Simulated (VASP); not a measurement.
Wanted: the native input for a VASP 6.6.1 run.

| Item | Value |
| --- | --- |
| Task | single point |
| Functional | LDA |
| Potentials or basis | VASP PAW LDA potentials, release 64 (Al) |
| Cutoff | 520 eV |
| k mesh | 22 × 22 × 22 |
| Occupations | gaussian, width 0.15 eV |
| Spin | no spin polarisation |
| Dipole correction | no |
| Further INCAR settings | ALGO = Fast; EDIFF = 1e-06; NBANDS = 8 |

The structure of Al lies in POSCAR:

```
Al
1.0
    0.0000000000      1.9046381017      2.2855657221
    1.9046381017      0.0000000000      2.2855657221
    1.9046381017      1.9046381017      0.0000000000
Al
1
Direct
    0.0000000000      0.0000000000      0.0000000000
```

This cell differs from its parent crystal: ratio of the length along z to the lengths across it x 1.2, volume and fractional coordinates fixed.

The input as run:

INCAR

```
PREC     = Accurate       # precision mode
ENCUT    = 520            # plane-wave cutoff, eV
EDIFF    = 1E-6           # SCF threshold, eV
ISMEAR   = 0              # smearing method
SIGMA    = 0.15           # smearing width, eV
LREAL    = F              # projectors in reciprocal space
LASPH    = T              # aspherical terms in the spheres
NELM     = 60             # most SCF steps
ALGO     = Fast           # electronic algorithm
ISIF     = 2              # what is computed and relaxed
LWAVE    = F              # write WAVECAR
LCHARG   = T              # write CHGCAR
GGA      = CA             # functional
LELF     = T              # ELF
LVHAR    = T            
NBANDS   = 8              # bands
```

KPOINTS

```
Automatic mesh
0
Gamma
  22 22 22
```

Potentials or basis: VASP PAW LDA potentials, release 64 (Al).

The run is started by

```sh
$ cat potpaw_LDA.64/Al/POTCAR > POTCAR
$ mpirun -np 1 vasp_std > vasp.out
```

Results of the run:

The pressure is -1.0 GPa and the band gap on the k mesh is zero (an odd number of electrons rules out a gap without spin polarisation).

It took 81 s on 1 thread of Intel Xeon 8259CL, with other jobs on the host, peak memory 0.2 GiB.
